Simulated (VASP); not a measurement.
# Al (P6_3/mmc) in VASP: notebook, part 2 of 2

VASP 6.6.1.

## Step 5: Single point, PBEsol (volume scaled by 0.96)

Input file INCAR:

```
SYSTEM = Al
ALGO = Normal
EDIFF = 1E-6
ENCUT = 520
GGA = PS
ISIF = 2
ISMEAR = -1
LASPH = .True.
LCHARG = .False.
LREAL = .False.
LWAVE = .False.
NBANDS = 10
NELM = 100
PREC = Accurate
SIGMA = 0.05
```

Input file KPOINTS:

```
k-points
0
Gamma
  11 11 6
  0 0 0
```

Input file POSCAR:

```
Al
1.0
    2.7744445386      0.0000000000      0.0000000000
   -1.3872222692      2.4027394518      0.0000000000
    0.0000000000      0.0000000000      4.8010736936
Al
2
Direct
    0.3333333333      0.6666666667      0.2500000000
    0.6666666667      0.3333333333      0.7500000000
```

Potentials or basis: VASP PAW PBE potentials, release 64 (Al).

Run with:

```sh
> cat potpaw_PBE.64/Al/POTCAR > POTCAR
> mpirun -np 1 vasp_std > vasp.out
```

OUTCAR:

```text
SYSTEM = Al
   EDIFF = 1E-6
   ENCUT = 520
   GGA = PS
   ISIF = 2
   ISMEAR = -1
   LASPH = .True.
   LREAL = .False.
   NELM = 100
   PREC = Accurate

 ion  position               nearest neighbor table
   1  0.333  0.667  0.250-   2 2.89   2 2.89   2 2.89   2 2.89   2 2.89   2 2.89
   2  0.667  0.333  0.750-   1 2.89   1 2.89   1 2.89   1 2.89   1 2.89   1 2.89

  LATTYP: Found a hexagonal cell.
 ALAT       =     2.7744445386
 C/A-ratio  =     1.7304630267

  Lattice vectors:

 A1 = (   2.7744445386,   0.0000000000,   0.0000000000)
 A2 = (  -1.3872222692,   2.4027394518,   0.0000000000)
 A3 = (   0.0000000000,   0.0000000000,   4.8010736936)

Analysis of symmetry for initial positions (statically):
=====================================================================
 Subroutine PRICEL returns:
 Original cell was already a primitive cell.

 Routine SETGRP: Setting up the symmetry group for a
 hexagonal supercell.

 Subroutine GETGRP returns: Found 24 space group operations
 (whereof 12 operations were pure point group operations)
 out of a pool of 24 trial point group operations.

The static configuration has the point symmetry D_3d.
 The point group associated with its full space group is D_6h.

Analysis of symmetry for dynamics (positions and initial velocities):
=====================================================================
 Subroutine PRICEL returns:
 Original cell was already a primitive cell.

 Routine SETGRP: Setting up the symmetry group for a
 hexagonal supercell.

 Subroutine GETGRP returns: Found 24 space group operations
 (whereof 12 operations were pure point group operations)
 out of a pool of 24 trial point group operations.

The dynamic configuration has the point symmetry D_3d.
 The point group associated with its full space group is D_6h.

 Subroutine INISYM returns: Found 24 space group operations
 (whereof 12 operations are pure point group operations),
 and found     1 'primitive' translations

[... 115 lines left out ...]
  volume/ion in A,a.u.               =      16.00       107.99
  Fermi-wavevector in a.u.,A,eV,Ry     =   0.936954  1.770586 11.944318  0.877883
  Thomas-Fermi vector in A             =   2.064016
   LORBIT       =      0    0 simple, 1 ext, 2 COOP (PROOUT), +10 PAW based schemes
   GGA     = PS    functional components
   LHFCALC =     F    Hartree Fock is set to
   AEXX    =    0.0000 exact exchange contribution
   IVDW    =     0    specifies the selected vdW correction
   LEPSILON=     F    determine dielectric tensor
   LRPA    =     F    only Hartree local field effects (RPA)
 non-spin polarized calculation
  energy-cutoff  :      520.00
  volume of cell :       32.01
 maximum number of plane-waves:       872
 NGX is ok and might be reduce to    24
   NGX = 11   NGY = 11   NGZ = 17

 number of electron       6.0000000 magnetization

 Free energy of the ion-electron system (eV)
  ---------------------------------------------------
  ext. energy  EPLUGINS =         0.00000000
  ---------------------------------------------------
  free energy    TOTEN  =        -8.12046898 eV

  energy without entropy =       -8.11625758  energy(sigma->0) =       -8.11836328

 E-fermi :   8.2967     XC(G=0): -10.3683

 val. band max:        8.2811156342   @ k =   0.4545   0.0000   0.0000
 cond. band min:       8.4391717036   @ k =   0.3636   0.0909   0.3333
 fundamental gap:      0.1580560695
 Fermi energy:         8.2966598118

 k-point     1 :       0.0000    0.0000    0.0000
  band No.  band energies     occupation
      1      -3.0757      2.00000
      2       3.1413      2.00000
      3       3.2629      2.00000
      4      19.5910      0.00000
      5      20.0511      0.00000
      6      20.0511      0.00000
      7      20.1498      0.00000
      8      20.1498      0.00000
      9      21.0809      0.00000
     10      23.4031      0.00000
[... 287 lines left out ...]
 k-point    24 :       0.1818    0.0909    0.1667
  band No.  band energies     occupation
      1      -1.4251      2.00000
      2       2.7373      2.00000
      3       6.7716      2.00000
      4      11.9349      0.00000
      5      13.9466      0.00000
      6      15.8929      0.00000
      7      17.7288      0.00000
      8      18.4676      0.00000
      9      19.7284      0.00000
     10      21.1843      0.00000

 [... further k-points ...]
[... 5 lines left out ...]
  --------------------------------------------------------------------------------------
  -------------------------------------------------------------------------------------
  Total        0.7973276      0.7973276     -0.3683191      0.0000000     -0.0000000      0.0000000
  in kB       39.9140970     39.9140970    -18.4379940      0.0000000     -0.0000000      0.0000000
  external PRESSURE =      20.4634000 kB  Pullay stress =       0.0000000 kB

 VOLUME and BASIS-vectors are now :
 -----------------------------------------------------------------------------
  energy-cutoff  :      520.00
  volume of cell :       32.01
      direct lattice vectors                 reciprocal lattice vectors
     2.774444539  0.000000000  0.000000000     0.360432507  0.208095805  0.000000000
    -1.387222269  2.402739452  0.000000000     0.000000000  0.416191610  0.000000000
     0.000000000  0.000000000  4.801073694     0.000000000  0.000000000  0.208286742

 POSITION                                       TOTAL-FORCE (eV/Angst)
 -----------------------------------------------------------------------------------
     -0.00000      1.60183      1.20027         0.000000     -0.000000      0.000000
      1.38722      0.80091      3.60081        -0.000000      0.000000      0.000000
 -----------------------------------------------------------------------------------
    total drift:                                0.000000     -0.000000      0.000000

  FREE ENERGIE OF THE ION-ELECTRON SYSTEM (eV)
  ---------------------------------------------------
  free  energy   TOTEN  =        -8.1204689835 eV

  energy  without entropy=       -8.1162575793  energy(sigma->0) =       -8.11836328
```

stdout:

```text
POSCAR found type information on POSCAR Al
 POSCAR found :  1 types and       2 ions
 scaLAPACK will be used
 -----------------------------------------------------------------------------
|                                                                             |
|                                                                             |
|     You enforced a specific xc type in the INCAR file but a different       |
|     I HOPE YOU KNOW WHAT YOU ARE DOING!                                     |
|                                                                             |
 -----------------------------------------------------------------------------

 LDA part: xc-table for (Slater+PW92), standard interpolation
 POSCAR, INCAR and KPOINTS ok, starting setup
 FFT: planning ... GRIDC
 FFT: planning ... GRID_SOFT
 FFT: planning ... GRID
 WAVECAR not read
 entering main loop
```

Wall time 6.8 s (1 thread of Intel Xeon Platinum 8488C (Sapphire Rapids), shared host); peak memory 0.15 GiB.

What came out:

| Item | Value |
| --- | --- |
| Free energy | -8.1205 eV |
| Pressure | 2.0 GPa |
| Band gap on the k mesh | zero (band 3 reaches 11.79 eV, above the bottom of band 4 at 5.30 eV) |

Levels at points of the mesh, in eV from the Fermi level:
```csv
k point,band 1,band 2,band 3,band 4,band 5,band 6,band 7,band 8
"(0.00, 0.00, 0.00)",-11.37,-5.16,-5.03,11.29,11.75,11.75,11.85,11.85
"(0.00, 0.00, 0.50)",-9.78,-9.78,2.41,2.41,12.68,12.68,12.68,12.68
```

Caveat: the PAW data sets were made with another functional, which shifts forces and pressure a little.

## Step 6: Overview

| level | cell | gap on the mesh (eV) | pressure (GPa) |
| --- | --- | --- | --- |
| r2SCAN | a = 2.794, b = 2.794, c = 4.834 Å, angles 90.0, 90.0, 120.0°, 2 atoms | none | -1.5 |
| r2SCAN | a = 2.812, b = 2.812, c = 4.867 Å, angles 90.0, 90.0, 120.0°, 2 atoms | none | -3.1 |
| r2SCAN | a = 2.831, b = 2.831, c = 4.899 Å, angles 90.0, 90.0, 120.0°, 2 atoms | none | -4.5 |
| PBEsol | a = 2.774, b = 2.774, c = 4.801 Å, angles 90.0, 90.0, 120.0°, 2 atoms | none | 2.0 |

Alike in all rows: task single point; potentials or basis VASP PAW PBE potentials, release 64 (Al); no spin polarisation; k mesh 11 × 11 × 6; cutoff (eV) 520; smearing fermi-dirac 0.05 eV.

Caveats: the PAW data sets were made with another functional, which shifts forces and pressure a little.

Total energies depend on the potentials used, so only differences within one code and one set of settings carry meaning.
